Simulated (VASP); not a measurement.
A run of VASP 6.6.1:

File INCAR:

```
  PREC = Accurate
  ENCUT = 570
  EDIFF = 1E-6
  ISMEAR = 0
  SIGMA = 0.15
  LREAL = F
  LASPH = T
  NELM = 120
  ALGO = Normal
  ISIF = 2
  LWAVE = F
  LCHARG = F
  GGA = CA
  NBANDS = 25
  GGA_COMPAT = F
```

File KPOINTS:

```
regular mesh
0
Gamma
  18 18 10
```

The input POSCAR:

```
Pt
1.0
    2.7534209121      0.0000000000      0.0000000000
   -1.3767104560      2.3845324572      0.0000000000
    0.0000000000      0.0000000000      4.7555100341
Pt
2
Direct
    0.6666666667      0.3333333333      0.7500000000
    0.3333333333      0.6666666667      0.2500000000
```

Potentials or basis: VASP PAW LDA potentials, release 64 (Pt_sv_GW).

Launch:

```console
$ cat potpaw_LDA.64/Pt_sv_GW/POTCAR > POTCAR
$ mpirun -np 1 vasp_std > vasp.out
```

Hardware: 1 thread of Intel(R) Xeon(R) 6975P-C (Granite Rapids) (shared host).

Q: How long does it take, and how much memory?

A: Wall time 64 s on 1 thread of Intel(R) Xeon(R) 6975P-C (Granite Rapids), with other jobs on the host, peak memory 0.28 GiB. Counts: scf iterations 11, k points 222.
